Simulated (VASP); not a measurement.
A run of VASP 6.6.1:

Contents of POSCAR:

```
Ge
1.0
    2.5697055602      0.0000000000      0.0000000000
    0.0000000000      2.5697055602      0.0000000000
    0.0000000000      0.0000000000      2.5697055602
Ge
1
Direct
    0.0000000000      0.0000000000      0.0000000000
```

File INCAR.step1:

```
SYSTEM = Ge
ALGO = Normal
EDIFF = 1E-4
ENCUT = 520
GGA = PE
ISMEAR = -1
LASPH = .True.
LCHARG = .False.
LREAL = .False.
LWAVE = .True.
NBANDS = 13
NELM = 80
PREC = Accurate
SIGMA = 0.1
```

File INCAR.step2:

```
SYSTEM = Ge
ALGO = Normal
EDIFF = 1E-6
ENCUT = 520
ISIF = 2
ISMEAR = -1
ISTART = 1
LASPH = .True.
LCHARG = .False.
LMIXTAU = .True.
LREAL = .False.
LWAVE = .False.
METAGGA = R2SCAN
NBANDS = 13
NELM = 80
PREC = Accurate
SIGMA = 0.1
```

The input KPOINTS:

```
k-points
0
Gamma
  13 13 13
  0 0 0
```

Potentials or basis: VASP PAW PBE potentials, release 64 (Ge_d).

Run with:

```bash
$ cat potpaw_PBE.64/Ge_d/POTCAR > POTCAR
$ cp INCAR.step1 INCAR
$ mpirun -np 1 vasp_std > vasp.out
$ cp INCAR.step2 INCAR
$ mpirun -np 1 vasp_std > vasp.out
```

Hardware: 1 thread of Intel Xeon 8259CL, with other jobs on the host.

Q: Estimate the wall time of this run.

A: It took 44 s on 1 thread of Intel Xeon 8259CL, with other jobs on the host, peak memory 0.14 GiB. Counts: k points 84.
